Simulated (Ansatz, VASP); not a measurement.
One calculation of Ca2Se, two programs

INCAR

```
SYSTEM = Ca2Se
PREC = Accurate
ENCUT = 600
EDIFF = 1E-6
ISMEAR = 0
SIGMA = 0.1
LREAL = .FALSE.
LASPH = .TRUE.
NELM = 100
ALGO = Normal
ISIF = 3
LWAVE = .FALSE.
LCHARG = .FALSE.
GGA = PE
IBRION = 2
NSW = 90
EDIFFG = -0.04
```

Contents of KPOINTS:

```
Automatic mesh
0
G
  4 4 4
  0 0 0
```

The input POSCAR:

```
Ca2Se
1.0
    0.0000000000      4.1882590500      4.1882590500
    4.1882590500      0.0000000000      4.1882590500
    4.1882590500      4.1882590500      0.0000000000
Ca Se
4 2
Direct
    0.1250000000      0.1250000000      0.1250000000
    0.6250000000      0.1250000000      0.1250000000
    0.1250000000      0.1250000000      0.6250000000
    0.1250000000      0.6250000000      0.1250000000
    0.5000000000      0.5000000000      0.5000000000
    0.7500000000      0.7500000000      0.7500000000
```

Input for Ansatz:

```yaml
crystal:
  lattice:
    - [0.0, 4.18825905, 4.18825905]
    - [4.18825905, 0.0, 4.18825905]
    - [4.18825905, 4.18825905, 0.0]
  atoms:
    - { symbol: Ca, position: [0.125, 0.125, 0.125] }
    - { symbol: Ca, position: [0.625, 0.125, 0.125] }
    - { symbol: Ca, position: [0.125, 0.125, 0.625] }
    - { symbol: Ca, position: [0.125, 0.625, 0.125] }
    - { symbol: Se, position: [0.5, 0.5, 0.5] }
    - { symbol: Se, position: [0.75, 0.75, 0.75] }
basis:
  ecutwfc: 420
kpoints:
  mp_grid: { grid: [4, 4, 4] }
hamiltonian:
  xc: pbe
scf:
  occupations: { method: gaussian, width: 0.1 }
  lower_state_search: "off"
output:
  forces: true
  stress: true
  eigenvalues: true
relax:
  adjacent_minimum: "off"
  f_tol: 0.04
  max_steps: 70
  cell: { stress_tol: 0.4 }
```

Change from the starting cell: species swapped into the TmPt2 type (Fd-3m, No. 227).

Alike in both runs: task relaxation of cell and atoms; functional PBE; k mesh 4 × 4 × 4; occupations gaussian, width 0.1 eV; no spin polarisation.

|  | VASP | Ansatz |
| --- | --- | --- |
| version | VASP 6.6.1 | Ansatz 0.2.0 |
| potentials or method | VASP PAW PBE potentials, release 64 (Ca_sv, Se), cutoff 600 eV | scalar-relativistic, plane waves, PAW |
| valence electrons in the cell | 52 | 72 |

|  | VASP | Ansatz | Ansatz less VASP |
| --- | --- | --- | --- |
| gap on the k mesh at the Fermi level, each at its own relaxed structure (eV) | none | none | - |
| relaxed volume (Å³/atom) | 32.09 | 31.74 | -0.355 |
| relaxed cell length with the largest relative difference (Å) | 6.482 | 6.458 | -0.0240 |

A gap of «none» marks a metal or a gap that the smearing closes. VASP's potentials hold 52 valence electrons a cell and Ansatz's 72, so a difference there can come from the potentials and not from the codes.

Noted on VASP's run: the volume moved by over 15 % at a fixed basis, so the end points are rough.
